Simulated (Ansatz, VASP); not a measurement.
## One calculation of SiC, two programs

```
Si C
1.0
     3.09194    0.00000    0.00000
    -1.54597    2.67770    0.00000
     0.00000    0.00000    4.97281
Si C
2 2
Direct
  0.33333 0.66667 0.49843
  0.66667 0.33333 0.99843
  0.33333 0.66667 0.87657
  0.66667 0.33333 0.37657
```

Change from the starting cell: strain along c alone, the other axes held, atoms relaxed: -2.0 %.

Alike in both runs: functional PBE; k mesh 12 × 12 × 6; occupations gaussian, width 0.02 eV; no spin polarisation.

Ansatz relaxed the structure, and its values are those at the end. VASP's run is a single point on that final structure, the one shown.

|  | VASP | Ansatz |
| --- | --- | --- |
| version | VASP 6.6.1 | Ansatz 0.2.0 |
| potentials or method | VASP PAW PBE potentials, release 64 (Si, C), cutoff 520 eV | scalar-relativistic, plane waves, PAW |
| valence electrons in the cell | 16 | 16 |

```csv
,VASP,Ansatz,Ansatz less VASP
gap on the k mesh at the Fermi level (eV),2.34,2.34,+0.003
least direct gap on the mesh (eV),3.82,3.82,+0.004
pressure (GPa),4.4,4.5,+0.06
```

Ansatz's warnings: stress scf threshold loose.
